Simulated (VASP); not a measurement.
Input of a VASP 6.6.1 run:

The input POSCAR:

```
BaS
1.0
    3.7218125241      0.0000000000      0.0000000000
    0.0000000000      3.7218125241      0.0000000000
    0.0000000000      0.0000000000      3.8610529440
Ba S
1 1
Direct
    0.0000000000      0.0000000000      0.0000000000
    0.5000000000      0.5000000000      0.5000000000
```

File INCAR.step1:

```
SYSTEM = BaS
PREC     = Accurate       ! precision mode
ENCUT    = 520            ! plane-wave cutoff, eV
EDIFF    = 1E-5           ! SCF threshold, eV
ISMEAR   = 0              ! smearing method
SIGMA    = 0.01           ! smearing width, eV
LREAL    = .False.        ! projectors in reciprocal space
LASPH    = .True.         ! aspherical terms in the spheres
NELM     = 100            ! most SCF steps
ALGO     = Normal         ! electronic algorithm
ISIF     = 2              ! what is computed and relaxed
LWAVE    = .True.         ! write WAVECAR
GGA      = PE             ! functional
NBANDS   = 15             ! bands
```

The input INCAR.step2:

```
SYSTEM = BaS
PREC     = Accurate       ! precision mode
ENCUT    = 520            ! plane-wave cutoff, eV
EDIFF    = 1E-6           ! SCF threshold, eV
ISMEAR   = 0              ! smearing method
SIGMA    = 0.01           ! smearing width, eV
LREAL    = .False.        ! projectors in reciprocal space
LASPH    = .True.         ! aspherical terms in the spheres
NELM     = 100            ! most SCF steps
ALGO     = Normal         ! electronic algorithm
ISIF     = 2              ! what is computed and relaxed
LWAVE    = .False.        ! write WAVECAR
LCHARG   = .True.         ! write CHGCAR
GGA      = PE             ! functional
LHFCALC  = .True.         ! exact exchange
HFSCREEN = 0.2079         ! screening, 1/A
PRECFOCK = Normal       
LELF     = .True.         ! ELF
LVHAR    = .True.       
ISTART   = 1            
NBANDS   = 15             ! bands
```

The input KPOINTS:

```
Automatic mesh
0
Gamma
  4 4 4
  0 0 0
```

Potentials or basis: VASP PAW PBE potentials, release 64 (Ba_sv, S).

Run with:

```sh
$ cat potpaw_PBE.64/Ba_sv/POTCAR potpaw_PBE.64/S/POTCAR > POTCAR
$ cp INCAR.step1 INCAR
$ mpirun -np 1 vasp_std > vasp.out
$ cp INCAR.step2 INCAR
$ mpirun -np 1 vasp_std > vasp.out
```

Problem. What does it give for the pressure?

Solution. 3.4 GPa.

Problem. Estimate the band gap on the k mesh.

Solution. 2.11 eV (least direct gap 2.20 eV).

Stress tensor (GPa, compression positive):
```
4.93 0.00 0.00
0.00 4.93 0.00
0.00 0.00 0.35
```

Caveat: the k points lie up to 0.42 Å⁻¹ apart; the cell differs from its parent crystal (epitaxial xy strain -2.9%); the structure was generated, so it needn't be the stable form of BaS; the PAW data sets were made with another functional, which shifts forces and pressure a little; spin-orbit coupling is left out, which moves the levels of the heavy elements. A k mesh can miss the band edges.
